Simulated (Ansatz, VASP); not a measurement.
# Sn: VASP beside Ansatz

File INCAR:

```
PREC = Accurate
ENCUT = 500
EDIFF = 1E-7
ISMEAR = -1
SIGMA = 0.05
LREAL = False
LASPH = True
NELM = 120
ALGO = Normal
ISIF = 3
LWAVE = False
LCHARG = False
GGA = LIBXC
LIBXC1 = GGA_X_B88
LIBXC2 = GGA_C_PBE
IBRION = 2
NSW = 60
EDIFFG = -0.01
GGA_COMPAT = False
NELMIN = 4
```

Contents of KPOINTS:

```
Automatic mesh
0
Gamma
  7 7 7
```

Contents of POSCAR:

```
Sn
1.0
    0.0000000000      3.2333428000      3.2333428000
    3.2333428000      0.0000000000      3.2333428000
    3.2333428000      3.2333428000      0.0000000000
Sn
2
Direct
    0.7500000000      0.7500000000      0.7500000000
    0.5000000000      0.5000000000      0.5000000000
```

File input.yaml:

```yaml
crystal:
  lattice:
    - [0.0, 3.2333428, 3.2333428]
    - [3.2333428, 0.0, 3.2333428]
    - [3.2333428, 3.2333428, 0.0]
  atoms:
    - { symbol: Sn, position: [0.75, 0.75, 0.75] }
    - { symbol: Sn, position: [0.5, 0.5, 0.5] }
hamiltonian:
  xc: { exchange: b88, correlation: pbe }
  pseudopotentials: { kind: paw }
kpoints:
  mp_grid: { grid: [7, 7, 7] }
scf:
  occupations: { method: fermi_dirac, width: 0.05 }
output:
  forces: true
  stress: true
relax:
  f_tol: 0.01
  max_steps: 40
  cell: { stress_tol: 0.05 }
```

Alike in both runs: task relaxation of cell and atoms; functional b88 exchange, pbe correlation; k mesh 7 × 7 × 7; occupations fermi-dirac, width 0.05 eV; no spin polarisation.

|  | VASP | Ansatz |
| --- | --- | --- |
| version | VASP 6.6.1 | Ansatz 0.2.0 |
| potentials or method | VASP PAW PBE potentials, release 64 (Sn_d) | Ansatz PAW |
| plane-wave cutoff (eV) | 500 | 420 |
| valence electrons in the cell | 28 | 28 |

|  | VASP | Ansatz | Ansatz less VASP |
| --- | --- | --- | --- |
| relaxed volume (Å³/atom) | 36.70 | 36.73 | +0.029 |
| relaxed cell length with the largest relative difference (Å) | 4.700 | 4.701 | +0.0012 |

VASP's potentials were made for PBE, not for b88 exchange, pbe correlation.

Noted on Ansatz's run: the plane-wave basis is chosen anew once the cell has moved, so the energies of steps on either side of that aren't comparable.
